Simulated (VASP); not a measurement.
A run of VASP 6.6.1 is set up as follows.

POSCAR

```
BiTe
1.0
    0.0000000000      3.1505669647      3.1505669647
    3.1505669647      0.0000000000      3.1505669647
    3.1505669647      3.1505669647      0.0000000000
Bi Te
1 1
Direct
    0.0000000000      0.0000000000      0.0000000000
    0.5000000000      0.5000000000      0.5000000000
```

Contents of INCAR.step1:

```
SYSTEM = BiTe
PREC = Accurate
ENCUT = 520
ISMEAR = -1
SIGMA = 0.05
LREAL = .False.
LASPH = .True.
NELM = 80
NBANDS = 18
GGA = PE
ALGO = Normal
EDIFF = 1E-4
LWAVE = .True.
LCHARG = .False.
```

INCAR.step2

```
SYSTEM = BiTe
PREC = Accurate
ENCUT = 520
EDIFF = 1E-6
ISMEAR = -1
SIGMA = 0.05
LREAL = .False.
LASPH = .True.
NELM = 80
ALGO = Normal
ISIF = 2
LWAVE = .False.
LCHARG = .False.
METAGGA = R2SCAN
LMIXTAU = .True.
NBANDS = 18
ISTART = 1
```

KPOINTS

```
regular mesh
0
Gamma
  7 7 7
  0 0 0
```

Potentials or basis: VASP PAW PBE potentials, release 64 (Bi_d, Te).

Run with:

```console
$ cat potpaw_PBE.64/Bi_d/POTCAR potpaw_PBE.64/Te/POTCAR > POTCAR
$ cp INCAR.step1 INCAR
$ mpirun -np 1 vasp_std > vasp.out
$ cp INCAR.step2 INCAR
$ mpirun -np 1 vasp_std > vasp.out
```

(1) Predict the pressure.

Answers

(1) 4.9 GPa.

Caveat: the PAW data sets were made with another functional, which shifts forces and pressure a little.
